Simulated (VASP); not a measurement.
# Cr (Im-3m) in VASP: notebook

Cr is run at these levels: PBEsol; tasks: single point.

Everything below comes from runs of VASP 6.6.1. Logs are shortened: lines on timing, memory, paths and dates and some standing lists are left out, and cuts for length are marked.

## (1) The cell of the first run

It takes space group Im-3m (No. 229, cubic). The conventional cell has a = 2.969 Å, b = 2.969 Å, c = 2.969 Å, α = 90.00°, β = 90.00°, γ = 90.00°. Cr (site symmetry m-3m) has 14 Cr at 2.57 to 2.97 Å within 3.4 Å.

## (2) Single point, PBEsol, collinear spin, zero start

INCAR

```
  ALGO = Normal
  EDIFF = 1E-6
  ENCUT = 520
  GGA = PS
  ISIF = 2
  ISMEAR = -1
  ISPIN = 2
  LASPH = True
  LCHARG = True
  LELF = True
  LMAXMIX = 4
  LORBIT = 11
  LREAL = False
  LVHAR = True
  LWAVE = False
  MAGMOM = 0
  NBANDS = 16
  NELM = 150
  NUPDOWN = 0.0
  PREC = Accurate
  SIGMA = 0.05
```

KPOINTS

```
k-points
0
Gamma
  10 10 10
```

POSCAR

```
Cr
1.0
   -1.4844496776      1.4844496776      1.4844496776
    1.4844496776     -1.4844496776      1.4844496776
    1.4844496776      1.4844496776     -1.4844496776
Cr
1
Direct
    0.0000000000      0.0000000000      0.0000000000
```

Potentials or basis: VASP PAW PBE potentials, release 64 (Cr_pv).

On the command line:

```bash
$ cat potpaw_PBE.64/Cr_pv/POTCAR > POTCAR
$ mpirun -np 1 vasp_std > vasp.out
```

OUTCAR:

```text
EDIFF = 1E-6
   ENCUT = 520
   GGA = PS
   ISIF = 2
   ISMEAR = -1
   ISPIN = 2
   LASPH = True
   LORBIT = 11
   LREAL = False
   NELM = 150
   NUPDOWN = 0.0
   PREC = Accurate

 ion  position               nearest neighbor table
   1  0.000  0.000  0.000-

  LATTYP: Found a body centered cubic cell.
 ALAT       =     2.9688993552

  Lattice vectors:

 A1 = (  -1.4844496776,   1.4844496776,   1.4844496776)
 A2 = (   1.4844496776,  -1.4844496776,   1.4844496776)
 A3 = (   1.4844496776,   1.4844496776,  -1.4844496776)

Analysis of symmetry for initial positions (statically):
=====================================================================
 Subroutine PRICEL returns:
 Original cell was already a primitive cell.

 Routine SETGRP: Setting up the symmetry group for a
 body centered cubic supercell.

 Subroutine GETGRP returns: Found 48 space group operations
 (whereof 48 operations were pure point group operations)
 out of a pool of 48 trial point group operations.

The static configuration has the point symmetry O_h .

Analysis of symmetry for dynamics (positions and initial velocities):
=====================================================================
 Subroutine PRICEL returns:
 Original cell was already a primitive cell.

 Routine SETGRP: Setting up the symmetry group for a
 body centered cubic supercell.

 Subroutine GETGRP returns: Found 48 space group operations
 (whereof 48 operations were pure point group operations)
 out of a pool of 48 trial point group operations.

The dynamic configuration has the point symmetry O_h .

Analysis of structural, dynamic, and magnetic symmetry:
=====================================================================
 Subroutine PRICEL returns:
 Original cell was already a primitive cell.

 Routine SETGRP: Setting up the symmetry group for a
 body centered cubic supercell.

 Subroutine GETGRP returns: Found 48 space group operations
 (whereof 48 operations were pure point group operations)
 out of a pool of 48 trial point group operations.

The overall configuration has the point symmetry O_h .

 Subroutine INISYM returns: Found 48 space group operations
 (whereof 48 operations are pure point group operations),
 and found     1 'primitive' translations

----------------------------------------------------------------------------------------

                                     Primitive cell

  volume of cell :      13.0845

  direct lattice vectors                    reciprocal lattice vectors
    -1.484449678  1.484449678  1.484449678     0.000000000  0.336825160  0.336825160
     1.484449678 -1.484449678  1.484449678     0.336825160  0.000000000  0.336825160
     1.484449678  1.484449678 -1.484449678     0.336825160  0.336825160  0.000000000

  length of vectors
     2.571142263  2.571142263  2.571142263     0.476342709  0.476342709  0.476342709

  position of ions in fractional coordinates (direct lattice)
     0.000000000  0.000000000  0.000000000

  ion indices of the primitive-cell ions
   primitive index   ion index
                 1           1

----------------------------------------------------------------------------------------

 KPOINTS: k-points

Automatic generation of k-mesh.
 Grid dimensions read from file:
 generate k-points for:   10   10   10

 Generating k-lattice:

  Cartesian coordinates                     Fractional coordinates (reciprocal lattice)
     0.000000000  0.033682516  0.033682516     0.100000000  0.000000000  0.000000000
     0.033682516  0.000000000  0.033682516     0.000000000  0.100000000  0.000000000
     0.033682516  0.033682516  0.000000000     0.000000000  0.000000000  0.100000000

  Length of vectors
     0.047634271  0.047634271  0.047634271

  Shift w.r.t. Gamma in fractional coordinates (k-lattice)
     0.000000000  0.000000000  0.000000000

 Subroutine IBZKPT returns following result:
 ===========================================

 Found     47 irreducible k-points:

 Following reciprocal coordinates:
            Coordinates               Weight
  0.000000  0.000000  0.000000      1.000000
  0.100000  0.000000  0.000000     12.000000
  0.200000  0.000000  0.000000     12.000000
  0.300000  0.000000  0.000000     12.000000
  0.400000  0.000000  0.000000     12.000000
  0.500000  0.000000  0.000000      6.000000
[... 16 lines left out ...]
  0.300000  0.300000  0.100000      8.000000
 -0.300000  0.300000  0.100000     24.000000
 [... further k-points ...]
   k-points           NKPTS =     47   k-points in BZ     NKDIM =     47   number of bands    NBANDS=     16
   number of dos      NEDOS =    301   number of ions     NIONS =      1
   total plane-waves  NPLWV =   8000
   dimension x,y,z NGX =    20 NGY =   20 NGZ =   20
   dimension x,y,z NGXF=    40 NGYF=   40 NGZF=   40
   ions per type =               1
   NGX,Y,Z   is equivalent  to a cutoff of  12.93, 12.93, 12.93 a.u.
   NGXF,Y,Z  is equivalent  to a cutoff of  25.86, 25.86, 25.86 a.u.
 SYSTEM =  unknown system
   PREC   = accura    normal or accurate (medium, high low for compatibility)
   ISTART =      0    job   : 0-new  1-cont  2-samecut
   ICHARG =      2    charge: 1-file 2-atom 10-const
   ISPIN  =      2    spin polarized calculation?
   LNONCOLLINEAR =      F non collinear calculations
   LSORBIT =      F    spin-orbit coupling
   LASPH  =      T    aspherical Exc in radial PAW
   ENCUT  =  520.0 eV  38.22 Ry    6.18 a.u.   4.78  4.78  4.78*2*pi/ulx,y,z
   NELM   =    150;   NELMIN=  2; NELMDL= -5     # of ELM steps
   EDIFF  = 0.1E-05   stopping-criterion for ELM
   LREAL  =      F    real-space projection
[... 7 lines left out ...]
   TEBEG  =    0.0;   TEEND  =   0.0 temperature during run
   PSTRESS=    0.0 pullay stress
   NELECT =      12.0000    total number of electrons
   NUPDOWN=       0.0000    fix difference up-down
   EMIN   =  10.00;   EMAX   =-10.00  energy-range for DOS
   EFERMI =   0.00;   METHOD = LEGACY
   ISMEAR =    -1;   SIGMA  =   0.05  broadening in eV -4-tet -1-fermi 0-gaus
   EFERMI_NEDOS =   21; number of points for ismear=-14 and -15
   IALGO  =     38    algorithm
   IMIX   =      4    mixing-type and parameters
     AMIX     =   0.40;   BMIX     =  1.00
     AMIX_MAG =   1.60;   BMIX_MAG =  1.00
  volume/ion in A,a.u.               =      13.08        88.30
  Fermi-wavevector in a.u.,A,eV,Ry     =   1.590559  3.005721 34.421077  2.529878
  Thomas-Fermi vector in A             =   2.689235
   LORBIT       =     11    0 simple, 1 ext, 2 COOP (PROOUT), +10 PAW based schemes
   GGA     = PS    functional components
   LHFCALC =     F    Hartree Fock is set to
   AEXX    =    0.0000 exact exchange contribution
   IVDW    =     0    specifies the selected vdW correction
   LEPSILON=     F    determine dielectric tensor
   LRPA    =     F    only Hartree local field effects (RPA)
 spin polarized calculation
  energy-cutoff  :      520.00
  volume of cell :       13.08
 maximum number of plane-waves:       370
   NGX =  9   NGY =  9   NGZ =  9

 number of electron      12.0000008 magnetization       0.0000000

 number of electron      12.0000008 magnetization      -0.0000000

 Free energy of the ion-electron system (eV)
  ---------------------------------------------------
  ext. energy  EPLUGINS =         0.00000000
  ---------------------------------------------------
  free energy    TOTEN  =       -10.01326867 eV

  energy without entropy =      -10.00517897  energy(sigma->0) =      -10.00922382

 E-fermi :   9.1528     XC(G=0): -13.1208

 val. band max:        9.1205179629   @ k =  -0.2000   0.3000   0.1000
 cond. band min:       9.2027239370   @ k =  -0.3000   0.3000   0.3000
 fundamental gap:      0.0822059741
 Fermi energy:         9.1527820238

 spin component 1

 k-point     1 :       0.0000    0.0000    0.0000
  band No.  band energies     occupation
      1     -33.6232      1.00000
      2     -33.6232      1.00000
      3     -33.6232      1.00000
      4       1.7353      1.00000
      5       8.3549      1.00000
      6       8.3549      1.00000
[... 8 lines left out ...]
     15      36.8490      0.00000
     16      40.3169      0.00000

 k-point     2 :       0.1000    0.0000    0.0000
  band No.  band energies     occupation
      1     -33.6843      1.00000
      2     -33.6425      1.00000
      3     -33.6234      1.00000
      4       2.1254      1.00000
      5       8.2181      1.00000
      6       8.3256      1.00000
[... 8 lines left out ...]
     15      37.0127      0.00000
     16      37.1414      0.00000

 k-point     3 :       0.2000    0.0000    0.0000
  band No.  band energies     occupation
      1     -33.8421      1.00000
      2     -33.6929      1.00000
      3     -33.6240      1.00000
      4       3.1958      1.00000
      5       7.8747      1.00000
      6       8.1597      1.00000
[... 8 lines left out ...]
     15      35.4582      0.00000
     16      35.9911      0.00000

 k-point     4 :       0.3000    0.0000    0.0000
  band No.  band energies     occupation
      1     -34.0333      1.00000
      2     -33.7548      1.00000
      3     -33.6247      1.00000
      4       4.5161      1.00000
      5       7.4760      1.00000
      6       8.1154      1.00000
[... 8 lines left out ...]
     15      34.9520      0.00000
     16      38.1243      0.00000
[... 324 lines left out ...]
 k-point    22 :      -0.2000    0.2000    0.1000
  band No.  band energies     occupation
      1     -33.8425      1.00000
      2     -33.7134      1.00000
      3     -33.6719      1.00000
      4       3.5365      1.00000
      5       8.0979      1.00000
      6       8.2234      1.00000
[... 8 lines left out ...]
     15      35.4643      0.00000
     16      36.2483      0.00000

 k-point    23 :       0.3000    0.3000    0.1000
  band No.  band energies     occupation
      1     -34.0119      1.00000
      2     -34.0119      1.00000
      3     -33.7524      1.00000
      4       6.6246      1.00000
      5       7.3097      1.00000
      6       7.3097      1.00000
[... 8 lines left out ...]
     15      37.9471      0.00000
     16      44.6451      0.00000

 k-point    24 :      -0.3000    0.3000    0.1000
  band No.  band energies     occupation
      1     -34.0245      1.00000
      2     -33.7762      1.00000
      3     -33.6704      1.00000
      4       4.8087      1.00000
      5       7.7325      1.00000
      6       7.9357      1.00000
[... 8 lines left out ...]
     15      34.3257      0.00000
     16      36.6094      0.00000

 [... further k-points ...]

 spin component 2

 k-point     1 :       0.0000    0.0000    0.0000
  band No.  band energies     occupation
      1     -33.6232      1.00000
      2     -33.6232      1.00000
      3     -33.6232      1.00000
      4       1.7353      1.00000
      5       8.3549      1.00000
      6       8.3549      1.00000
[... 8 lines left out ...]
     15      36.8490      0.00000
     16      40.3169      0.00000

 k-point     2 :       0.1000    0.0000    0.0000
  band No.  band energies     occupation
      1     -33.6843      1.00000
      2     -33.6425      1.00000
      3     -33.6234      1.00000
      4       2.1254      1.00000
      5       8.2181      1.00000
      6       8.3256      1.00000
[... 8 lines left out ...]
     15      37.0127      0.00000
     16      37.1414      0.00000

 k-point     3 :       0.2000    0.0000    0.0000
  band No.  band energies     occupation
      1     -33.8421      1.00000
      2     -33.6929      1.00000
      3     -33.6240      1.00000
      4       3.1958      1.00000
      5       7.8747      1.00000
      6       8.1597      1.00000
[... 8 lines left out ...]
     15      35.4582      0.00000
     16      35.9911      0.00000

 k-point     4 :       0.3000    0.0000    0.0000
  band No.  band energies     occupation
      1     -34.0333      1.00000
      2     -33.7548      1.00000
      3     -33.6247      1.00000
      4       4.5161      1.00000
      5       7.4760      1.00000
      6       8.1154      1.00000
[... 8 lines left out ...]
     15      34.9520      0.00000
     16      38.1243      0.00000
[... 324 lines left out ...]
 k-point    22 :      -0.2000    0.2000    0.1000
  band No.  band energies     occupation
      1     -33.8425      1.00000
      2     -33.7134      1.00000
      3     -33.6719      1.00000
      4       3.5365      1.00000
      5       8.0979      1.00000
      6       8.2234      1.00000
[... 8 lines left out ...]
     15      35.4643      0.00000
     16      36.2483      0.00000

 k-point    23 :       0.3000    0.3000    0.1000
  band No.  band energies     occupation
      1     -34.0119      1.00000
      2     -34.0119      1.00000
      3     -33.7524      1.00000
      4       6.6246      1.00000
      5       7.3097      1.00000
      6       7.3097      1.00000
[... 8 lines left out ...]
     15      37.9471      0.00000
     16      44.6451      0.00000

 k-point    24 :      -0.3000    0.3000    0.1000
  band No.  band energies     occupation
      1     -34.0245      1.00000
      2     -33.7762      1.00000
      3     -33.6704      1.00000
      4       4.8087      1.00000
      5       7.7325      1.00000
      6       7.9357      1.00000
[... 8 lines left out ...]
     15      34.3257      0.00000
     16      36.6094      0.00000

 [... further k-points ...]
[... 5 lines left out ...]
  --------------------------------------------------------------------------------------
  -------------------------------------------------------------------------------------
  Total       -2.6215260     -2.6215260     -2.6215260      0.0000000      0.0000000     -0.0000000
  in kB     -321.0024307   -321.0024307   -321.0024307      0.0000000      0.0000000     -0.0000000
  external PRESSURE =    -321.0024307 kB  Pullay stress =       0.0000000 kB

 VOLUME and BASIS-vectors are now :
 -----------------------------------------------------------------------------
  energy-cutoff  :      520.00
  volume of cell :       13.08
      direct lattice vectors                 reciprocal lattice vectors
    -1.484449678  1.484449678  1.484449678     0.000000000  0.336825160  0.336825160
     1.484449678 -1.484449678  1.484449678     0.336825160  0.000000000  0.336825160
     1.484449678  1.484449678 -1.484449678     0.336825160  0.336825160  0.000000000

 POSITION                                       TOTAL-FORCE (eV/Angst)
 -----------------------------------------------------------------------------------
      0.00000      0.00000      0.00000        -0.000000      0.000000      0.000000
 -----------------------------------------------------------------------------------
    total drift:                                0.000000      0.000000      0.000000

  FREE ENERGIE OF THE ION-ELECTRON SYSTEM (eV)
  ---------------------------------------------------
  free  energy   TOTEN  =       -10.0132686715 eV

  energy  without entropy=      -10.0051789706  energy(sigma->0) =      -10.00922382

 total charge

# of ion       s       p       d       tot
------------------------------------------
    1        0.389   6.340   4.077  10.806

 magnetization (x)

# of ion       s       p       d       tot
------------------------------------------
    1        0.000  -0.000   0.000   0.000
```

It took 16 s on 1 thread of Intel Xeon Platinum 8259CL at 2.50GHz (Skylake/Cascade Lake), shared host; peak memory 0.14 GiB.

Results:

```yaml
Free_energy: -10.0133 eV
Pressure: -32.1 GPa
Net_moment: 0.00 μB per cell
Valence_electrons_inside_the_program's_atomic_spheres: Cr 10.81
```

Caveat: the PAW data sets were made with another functional, which shifts forces and pressure a little; the total moment is fixed, so each spin has its own Fermi level.

## (3) Single point, PBEsol, collinear spin, ferromagnetic start

INCAR

```
PREC = Accurate
ENCUT = 520
EDIFF = 1E-6
ISMEAR = -1
SIGMA = 0.05
LREAL = False
LASPH = True
NELM = 150
ALGO = Normal
ISIF = 2
LWAVE = False
LCHARG = False
ISPIN = 2
MAGMOM = 0.8
LORBIT = 11
NUPDOWN = 0.8
LMAXMIX = 4
GGA = PS
NBANDS = 16
```

KPOINTS

```
regular mesh
0
Gamma
  10 10 10
```

POSCAR is that of step 2.

Potentials or basis: VASP PAW PBE potentials, release 64 (Cr_pv).

On the command line:

```bash
$ cat potpaw_PBE.64/Cr_pv/POTCAR > POTCAR
$ mpirun -np 1 vasp_std > vasp.out
```

It took 17 s on 1 thread of Intel Xeon Platinum 8259CL at 2.50GHz (Skylake/Cascade Lake), shared host; peak memory 0.14 GiB.

The run converged. Its results:

```yaml
Free_energy: -9.7916 eV
Pressure: -26.9 GPa
Net_moment: 0.80 μB per cell
Site_moments: Cr +0.74 μB
Valence_electrons_inside_the_program's_atomic_spheres: Cr 10.82
```

Caveat: the PAW data sets were made with another functional, which shifts forces and pressure a little; the total moment is fixed, so each spin has its own Fermi level.
